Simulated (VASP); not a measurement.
# In3Se: relaxation of cell and atoms with PBE+D3(BJ)

In3Se:

```
CELL_PARAMETERS angstrom
4.80376 0.00000 0.00000
0.00000 4.80376 0.00000
0.00000 0.00000 4.80376
ATOMIC_POSITIONS crystal
In 0.00000 0.50000 0.50000
In 0.50000 0.00000 0.50000
In 0.50000 0.50000 0.00000
Se 0.00000 0.00000 0.00000
```

```yaml
Program: VASP 6.6.1
Task: relaxation of cell and atoms
Functional: PBE
Dispersion: D3(BJ)
Potentials_or_basis: VASP PAW PBE potentials, release 64 (In_d, Se)
Cutoff: 600 eV
k_mesh: 10 × 10 × 10
Occupations: gaussian, width 0.1 eV
Spin: no spin polarisation
Dipole_correction: no
Further_INCAR_settings: ALGO = Normal; EDIFF = 1e-06; IBRION = 2; EDIFFG = -0.01; NSW = 80; ISIF = 3
```

* Relaxed volume: 26.03 Å³/atom
* Relaxed cell: a = 4.704 Å, b = 4.704 Å, c = 4.704 Å, α = 90.00°, β = 90.00°, γ = 90.00°
* Space group after relaxing (to 0.05 Å): Pm-3m (No. 221)
* Energy gained by relaxing: 12.1 meV/atom
* Ionic steps: 3
* Pressure after relaxing: 0.0 GPa
* Dispersion energy per atom: -0.339 eV

Step by step:
```tsv
step	energy change (eV)	largest force (eV/Å)	pressure (GPa)	volume (Å³)
1	0.0000	0.0000	-2.14	110.85
2	-0.0474	0.0000	-0.35	105.01
3	-0.0484	0.0000	-0.02	104.11
```

Final structure:
```
In Se
1.0
     4.70427    0.00000    0.00000
     0.00000    4.70427    0.00000
     0.00000    0.00000    4.70427
In Se
3 1
Direct
  0.00000 0.50000 0.50000
  0.50000 0.00000 0.50000
  0.50000 0.50000 0.00000
  0.00000 0.00000 0.00000
```

Levels at points of the mesh, in eV from the Fermi level:
| k point | band 18 | band 19 | band 20 | band 21 | band 22 | band 23 | band 24 | band 25 | band 26 | band 27 |
| --- | --- | --- | --- | --- | --- | --- | --- | --- | --- | --- |
| (0.00, 0.00, 0.00) | -3.49 | -3.49 | -3.49 | -2.08 | -2.08 | 1.20 | 1.20 | 1.20 | 4.38 | 4.38 |
| (0.50, 0.00, 0.00) | -4.99 | -2.61 | -2.61 | -1.44 | -1.07 | -0.15 | -0.15 | 1.35 | 3.97 | 3.99 |
| (0.50, 0.50, 0.00) | -6.13 | -5.88 | -2.07 | -0.90 | -0.59 | -0.59 | 1.56 | 1.80 | 1.80 | 1.97 |
| (0.50, 0.50, 0.50) | -4.45 | -4.45 | -4.35 | -4.35 | -4.35 | -3.40 | 3.23 | 3.23 | 3.23 | 8.36 |

Wall time 5.9 min on 1 thread of Intel Xeon 6975P-C, on a shared host, peak memory 0.38 GiB.

Caveat: spin-orbit coupling is left out, which moves the levels of the heavy elements; pairwise dispersion overbinds metals, which lowers pressure and volume.
